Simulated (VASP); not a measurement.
Set up this calculation in VASP 6.6.1, as the native input.

| Item | Value |
| --- | --- |
| Task | relaxation of cell and atoms |
| Functional | PBEsol |
| Potentials or basis | VASP PAW PBE potentials, release 64 (Ti_sv) |
| Cutoff | 600 eV |
| k mesh | 11 × 11 × 11 |
| Occupations | fermi-dirac, width 0.05 eV |
| Spin | no spin polarisation |
| Target pressure | 10 GPa |
| Dipole correction | no |
| Further INCAR settings | ALGO = Normal; EDIFF = 1e-07; IBRION = 2; EDIFFG = -0.02; NSW = 80; ISIF = 3 |

The structure of Ti lies in POSCAR:

```
Ti
1.0
   -1.6410000000      1.6410000000      1.6410000000
    1.6410000000     -1.6410000000      1.6410000000
    1.6410000000      1.6410000000     -1.6410000000
Ti
1
Direct
    0.0000000000      0.0000000000      0.0000000000
```

One way to write it, as run:

INCAR

```
SYSTEM = Ti
PREC = Accurate
ENCUT = 600
EDIFF = 1E-7
ISMEAR = -1
SIGMA = 0.05
LREAL = .False.
LASPH = .True.
NELM = 100
ALGO = Normal
ISIF = 3
LWAVE = .False.
LCHARG = .False.
GGA = PS
IBRION = 2
NSW = 80
EDIFFG = -0.02
PSTRESS = 100.0
```

KPOINTS

```
regular mesh
0
Gamma
  11 11 11
  0 0 0
```

Potentials or basis: VASP PAW PBE potentials, release 64 (Ti_sv).

The run is started by

```sh
$ cat potpaw_PBE.64/Ti_sv/POTCAR > POTCAR
$ mpirun -np 1 vasp_std > vasp.out
```

Results of the run:

* Relaxed volume: 15.25 Å³/atom
* Relaxed cell: a = 2.706 Å, b = 2.706 Å, c = 2.706 Å, α = 109.47°, β = 109.47°, γ = 109.47°
* Space group after relaxing (to 0.05 Å): Im-3m (No. 229)
* Energy change on relaxing (the enthalpy is what falls): +8.8 meV/atom
* Ionic steps: 4
* Pressure after relaxing: 10.0 GPa
* Band gap on the k mesh: zero (band 6 reaches 10.49 eV, above the bottom of band 7 at 8.65 eV)

Caveat: the cell is relaxed towards a set pressure, so the enthalpy falls and the energy may rise; the PAW data sets were made with another functional, which shifts forces and pressure a little.

Run time: 48 s on 1 thread of Intel Xeon 8259CL, on a shared host, peak memory 0.15 GiB.
